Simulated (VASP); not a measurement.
# TiN (Fm-3m) in VASP: notebook, part 2 of 2

VASP 6.6.1.

## 3. Single point, PBEsol (volume scaled by 1.06)

Contents of INCAR:

```
SYSTEM = TiN
PREC     = Accurate       ! precision mode
ENCUT    = 600            ! plane-wave cutoff, eV
EDIFF    = 1E-6           ! SCF threshold, eV
ISMEAR   = -1             ! smearing method
SIGMA    = 0.05           ! smearing width, eV
LREAL    = .False.        ! projectors in reciprocal space
LASPH    = .True.         ! aspherical terms in the spheres
NELM     = 120            ! most SCF steps
ALGO     = Normal         ! electronic algorithm
ISIF     = 2              ! what is computed and relaxed
LWAVE    = .False.        ! write WAVECAR
LCHARG   = .True.         ! write CHGCAR
GGA      = PS             ! functional
LELF     = .True.         ! ELF
LVHAR    = .True.       
NBANDS   = 16             ! bands
GGA_COMPAT= .False.
```

Contents of KPOINTS:

```
regular mesh
0
Gamma
  13 13 13
  0 0 0
```

Contents of POSCAR:

```
TiN
1.0
    0.0000000000      2.1636184092      2.1636184092
    2.1636184092      0.0000000000      2.1636184092
    2.1636184092      2.1636184092      0.0000000000
Ti N
1 1
Direct
    0.0000000000      0.0000000000      0.0000000000
    0.5000000000      0.5000000000      0.5000000000
```

Potentials or basis: VASP PAW PBE potentials, release 64 (Ti_sv, N).

The run is started by

```
cat potpaw_PBE.64/Ti_sv/POTCAR potpaw_PBE.64/N/POTCAR > POTCAR
mpirun -np 1 vasp_std > vasp.out
```

OUTCAR:

```text
SYSTEM = TiN
   PREC = Accurate
   ENCUT = 600
   EDIFF = 1E-6
   ISMEAR = -1
   LREAL = .False.
   LASPH = .True.
   NELM = 120
   ISIF = 2
   GGA = PS

 ion  position               nearest neighbor table
   1  0.000  0.000  0.000-   2 2.16   2 2.16   2 2.16   2 2.16   2 2.16   2 2.16
   2  0.500  0.500  0.500-   1 2.16   1 2.16   1 2.16   1 2.16   1 2.16   1 2.16

  LATTYP: Found a face centered cubic cell.
 ALAT       =     4.3272368184

  Lattice vectors:

 A1 = (   0.0000000000,   2.1636184092,   2.1636184092)
 A2 = (   2.1636184092,   0.0000000000,   2.1636184092)
 A3 = (   2.1636184092,   2.1636184092,   0.0000000000)

Analysis of symmetry for initial positions (statically):
=====================================================================
 Subroutine PRICEL returns:
 Original cell was already a primitive cell.

 Routine SETGRP: Setting up the symmetry group for a
 face centered cubic supercell.

 Subroutine GETGRP returns: Found 48 space group operations
 (whereof 48 operations were pure point group operations)
 out of a pool of 48 trial point group operations.

The static configuration has the point symmetry O_h .

Analysis of symmetry for dynamics (positions and initial velocities):
=====================================================================
 Subroutine PRICEL returns:
 Original cell was already a primitive cell.

 Routine SETGRP: Setting up the symmetry group for a
 face centered cubic supercell.

 Subroutine GETGRP returns: Found 48 space group operations
 (whereof 48 operations were pure point group operations)
 out of a pool of 48 trial point group operations.

The dynamic configuration has the point symmetry O_h .

 Subroutine INISYM returns: Found 48 space group operations
 (whereof 48 operations are pure point group operations),
 and found     1 'primitive' translations

----------------------------------------------------------------------------------------

                                     Primitive cell

  volume of cell :      20.2569

  direct lattice vectors                    reciprocal lattice vectors
     0.000000000  2.163618409  2.163618409    -0.231094355  0.231094355  0.231094355
     2.163618409  0.000000000  2.163618409     0.231094355 -0.231094355  0.231094355
     2.163618409  2.163618409  0.000000000     0.231094355  0.231094355 -0.231094355

  length of vectors
     3.059818498  3.059818498  3.059818498     0.400267164  0.400267164  0.400267164

  position of ions in fractional coordinates (direct lattice)
     0.000000000  0.000000000  0.000000000
     0.500000000  0.500000000  0.500000000

  ion indices of the primitive-cell ions
   primitive index   ion index
                 1           1
                 2           2

----------------------------------------------------------------------------------------

 KPOINTS: regular mesh

Automatic generation of k-mesh.
 Grid dimensions read from file:
 generate k-points for:   13   13   13

 Generating k-lattice:

  Cartesian coordinates                     Fractional coordinates (reciprocal lattice)
    -0.017776489  0.017776489  0.017776489     0.076923077  0.000000000  0.000000000
     0.017776489 -0.017776489  0.017776489     0.000000000  0.076923077  0.000000000
     0.017776489  0.017776489 -0.017776489     0.000000000  0.000000000  0.076923077

  Length of vectors
     0.030789782  0.030789782  0.030789782

  Shift w.r.t. Gamma in fractional coordinates (k-lattice)
     0.000000000  0.000000000  0.000000000

 Subroutine IBZKPT returns following result:
 ===========================================

 Found     84 irreducible k-points:

 Following reciprocal coordinates:
            Coordinates               Weight
  0.000000  0.000000  0.000000      1.000000
  0.076923  0.000000  0.000000      8.000000
  0.153846  0.000000  0.000000      8.000000
  0.230769  0.000000  0.000000      8.000000
  0.307692  0.000000  0.000000      8.000000
  0.384615  0.000000  0.000000      8.000000
[... 16 lines left out ...]
  0.384615  0.153846  0.000000     24.000000
  0.461538  0.153846  0.000000     24.000000
 [... further k-points ...]
   k-points           NKPTS =     84   k-points in BZ     NKDIM =     84   number of bands    NBANDS=     16
   number of dos      NEDOS =    301   number of ions     NIONS =      2
   total plane-waves  NPLWV =  13824
   dimension x,y,z NGX =    24 NGY =   24 NGZ =   24
   dimension x,y,z NGXF=    48 NGYF=   48 NGZF=   48
   ions per type =               1   1
   NGX,Y,Z   is equivalent  to a cutoff of  13.04, 13.04, 13.04 a.u.
   NGXF,Y,Z  is equivalent  to a cutoff of  26.08, 26.08, 26.08 a.u.
 SYSTEM =  TiN
   PREC   = accura    normal or accurate (medium, high low for compatibility)
   ISTART =      0    job   : 0-new  1-cont  2-samecut
   ICHARG =      2    charge: 1-file 2-atom 10-const
   ISPIN  =      1    spin polarized calculation?
   LNONCOLLINEAR =      F non collinear calculations
   LSORBIT =      F    spin-orbit coupling
   LASPH  =      T    aspherical Exc in radial PAW
   ENCUT  =  600.0 eV  44.10 Ry    6.64 a.u.   6.11  6.11  6.11*2*pi/ulx,y,z
   NELM   =    120;   NELMIN=  2; NELMDL= -5     # of ELM steps
   EDIFF  = 0.1E-05   stopping-criterion for ELM
   LREAL  =      F    real-space projection
   EDIFFG = 0.1E-04   stopping-criterion for IOM
   NSW    =      0    number of steps for IOM
   IBRION =     -1    ionic relax: 0-MD 1-quasi-New 2-CG
   NFREE  =      0    steps in history (QN), initial steepest desc. (CG)
   ISIF   =      2    stress and relaxation
   ISYM   =      2    0-nonsym 1-usesym 2-fastsym
   POTIM  = 0.5000    time-step for ionic-motion
   TEBEG  =    0.0;   TEEND  =   0.0 temperature during run
   PSTRESS=    0.0 pullay stress
   NELECT =      17.0000    total number of electrons
   NUPDOWN=      -1.0000    fix difference up-down
   EMIN   =  10.00;   EMAX   =-10.00  energy-range for DOS
   EFERMI =   0.00;   METHOD = LEGACY
   ISMEAR =    -1;   SIGMA  =   0.05  broadening in eV -4-tet -1-fermi 0-gaus
   EFERMI_NEDOS =   21; number of points for ismear=-14 and -15
   IALGO  =     38    algorithm
   IMIX   =      4    mixing-type and parameters
     AMIX     =   0.40;   BMIX     =  1.00
     AMIX_MAG =   1.60;   BMIX_MAG =  1.00
  volume/ion in A,a.u.               =      10.13        68.35
  Fermi-wavevector in a.u.,A,eV,Ry     =   1.544189  2.918094 32.443362  2.384520
  Thomas-Fermi vector in A             =   2.649745
   LORBIT       =      0    0 simple, 1 ext, 2 COOP (PROOUT), +10 PAW based schemes
   GGA     = PS    functional components
   LHFCALC =     F    Hartree Fock is set to
   AEXX    =    0.0000 exact exchange contribution
   IVDW    =     0    specifies the selected vdW correction
   LEPSILON=     F    determine dielectric tensor
   LRPA    =     F    only Hartree local field effects (RPA)
 non-spin polarized calculation
  energy-cutoff  :      600.00
  volume of cell :       20.26
 maximum number of plane-waves:       688
   NGX = 13   NGY = 13   NGZ = 13

 number of electron      16.9999999 magnetization

 Free energy of the ion-electron system (eV)
  ---------------------------------------------------
  ext. energy  EPLUGINS =         0.00000000
  ---------------------------------------------------
  free energy    TOTEN  =       -20.67107314 eV

  energy without entropy =      -20.66366559  energy(sigma->0) =      -20.66736937

 E-fermi :  10.5340     XC(G=0): -12.8939

 val. band max:       10.4534306470   @ k =  -0.0769   0.0769   0.0000
 cond. band min:      10.5529341594   @ k =  -0.1538   0.1538   0.0000
 fundamental gap:      0.0995035124
 Fermi energy:        10.5339908576

 k-point     1 :       0.0000    0.0000    0.0000
  band No.  band energies     occupation
      1     -47.1841      2.00000
      2     -23.3025      2.00000
      3     -23.3025      2.00000
      4     -23.3025      2.00000
      5      -6.1569      2.00000
      6       8.5747      2.00000
[... 8 lines left out ...]
     15      23.3879      0.00000
     16      29.4396      0.00000
[... 419 lines left out ...]
 k-point    24 :       0.4615    0.1538    0.0000
  band No.  band energies     occupation
      1     -47.1064      2.00000
      2     -23.7535      2.00000
      3     -23.4047      2.00000
      4     -23.3793      2.00000
      5      -4.2278      2.00000
      6       3.5346      2.00000
[... 8 lines left out ...]
     15      22.8744      0.00000
     16      24.0817      0.00000

 [... further k-points ...]

------------------------ aborting loop because EDIFF is reached ----------------------------------------

  FORCE on cell =-STRESS in cart. coord.  units (eV):
  Direction    XX          YY          ZZ          XY          YZ          ZX
  --------------------------------------------------------------------------------------
  -------------------------------------------------------------------------------------
  Total       -2.6981009     -2.6981009     -2.6981009     -0.0000000      0.0000000     -0.0000000
  in kB     -213.4011587   -213.4011587   -213.4011587     -0.0000000      0.0000000     -0.0000000
  external PRESSURE =    -213.4011587 kB  Pullay stress =       0.0000000 kB

 VOLUME and BASIS-vectors are now :
 -----------------------------------------------------------------------------
  energy-cutoff  :      600.00
  volume of cell :       20.26
      direct lattice vectors                 reciprocal lattice vectors
     0.000000000  2.163618409  2.163618409    -0.231094355  0.231094355  0.231094355
     2.163618409  0.000000000  2.163618409     0.231094355 -0.231094355  0.231094355
     2.163618409  2.163618409  0.000000000     0.231094355  0.231094355 -0.231094355

 POSITION                                       TOTAL-FORCE (eV/Angst)
 -----------------------------------------------------------------------------------
      0.00000      0.00000      0.00000        -0.000000     -0.000000     -0.000000
      2.16362      2.16362      2.16362         0.000000      0.000000      0.000000
 -----------------------------------------------------------------------------------
    total drift:                                0.000000     -0.000000     -0.000000

  FREE ENERGIE OF THE ION-ELECTRON SYSTEM (eV)
  ---------------------------------------------------
  free  energy   TOTEN  =       -20.6710731396 eV

  energy  without entropy=      -20.6636655911  energy(sigma->0) =      -20.66736937
```

It took 42 s on 1 thread of Intel Xeon 8259CL, shared host; peak memory 0.16 GiB.

What came out:

```yaml
Free_energy: -20.6711 eV
Pressure: -21.3 GPa
```

Levels at points of the mesh, in eV from the Fermi level:
```tsv
k point	band 5	band 6	band 7	band 8	band 9	band 10	band 11	band 12	band 13	band 14
(0.00, 0.00, 0.00)	-16.69	-1.96	-1.96	-1.96	-0.60	-0.60	-0.60	0.50	0.50	4.71
```

Caveat: the PAW data sets were made with another functional, which shifts forces and pressure a little.
